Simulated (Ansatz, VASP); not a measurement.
# One calculation of Mo, two programs

```
Mo
1.0
    -1.57342    1.57342    1.57342
     1.57342   -1.57342    1.57342
     1.57342    1.57342   -1.57342
Mo
1
Direct
  0.00000 0.00000 0.00000
```

Alike in both runs: task relaxation of cell and atoms; functional PBE; k mesh 28 × 28 × 28; occupations gaussian, width 0.2 eV; no spin polarisation.

|  | VASP | Ansatz |
| --- | --- | --- |
| version | VASP 6.6.1 | Ansatz 0.2.0 |
| potentials or method | VASP PAW PBE potentials, release 64 (Mo_sv) | scalar-relativistic, plane waves, PAW |
| plane-wave cutoff (eV) | 600 | 420 |
| valence electrons in the cell | 14 | 14 |

|  | VASP | Ansatz | Ansatz less VASP |
| --- | --- | --- | --- |
| gap on the k mesh at the Fermi level, each at its own relaxed structure (eV) | none | none | - |
| relaxed volume (Å³/atom) | 15.82 | 15.79 | -0.025 |
| relaxed cell length with the largest relative difference (Å) | 2.739 | 2.738 | -0.0014 |

A gap of «none» marks a metal or a gap that the smearing closes.
